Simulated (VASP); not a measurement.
ZnSnN2:

```
Zn N Sn
1.0
     2.88092    0.00000    0.00000
     0.00000    2.88092    0.00000
     0.00000    0.00000    4.07424
Zn N Sn
1 2 1
Direct
  0.00000 0.00000 0.00000
  0.00000 0.00000 0.50000
  0.50000 0.50000 0.00000
  0.50000 0.50000 0.50000
```

```yaml
Program: VASP 6.6.1
Task: relaxation of cell and atoms
Functional: PBE
Potentials_or_basis: VASP PAW PBE potentials, release 64 (Zn, N, Sn_d)
Cutoff: 600 eV
k_mesh: 8 × 8 × 6
Occupations: fermi-dirac, width 0.02 eV
Spin: no spin polarisation
```

At the start: pressure 107.2 GPa; volume 8.45 Å³/atom.

Task: How do energy, volume and symmetry change on relaxing?

Result: Over 11 steps the energy falls by 773.1 meV/atom and the volume is 11.55 Å³/atom (+36.6 %); space group P4/mmm (No. 123, to 0.05 Å).

The path:
| step | energy change (eV) | largest force (eV/Å) | pressure (GPa) | volume (Å³) |
| --- | --- | --- | --- | --- |
| 1 | 0.0000 | 0.0000 | 107.18 | 33.82 |
| 2 | -0.1016 | 0.0000 | -28.77 | 69.70 |
| 3 | -3.0690 | 0.0000 | -4.00 | 47.37 |
| 4 | -3.0818 | 0.0000 | -1.77 | 46.64 |
| 5 | -3.0845 | 0.0000 | 0.00 | 46.13 |
| 6 | -3.0887 | 0.0000 | 0.14 | 46.10 |
| 7 | -3.0920 | 0.0000 | 0.55 | 46.03 |
| 8 | -3.0920 | 0.0000 | -0.57 | 46.34 |
| 9 | -3.0922 | 0.0000 | -0.01 | 46.19 |
| 10 | -3.0922 | 0.0000 | -0.03 | 46.19 |
| 11 | -3.0922 | 0.0000 | -0.01 | 46.19 |

Final structure:
```
Zn N Sn
1.0
     3.24083    0.00000    0.00000
     0.00000    3.24083    0.00000
     0.00000    0.00000    4.39768
Zn N Sn
1 2 1
Direct
  0.00000 0.00000 0.00000
  0.00000 0.00000 0.50000
  0.50000 0.50000 0.00000
  0.50000 0.50000 0.50000
```

Caveat: the volume moved by over 15 % at a fixed basis, so the end points are rough.
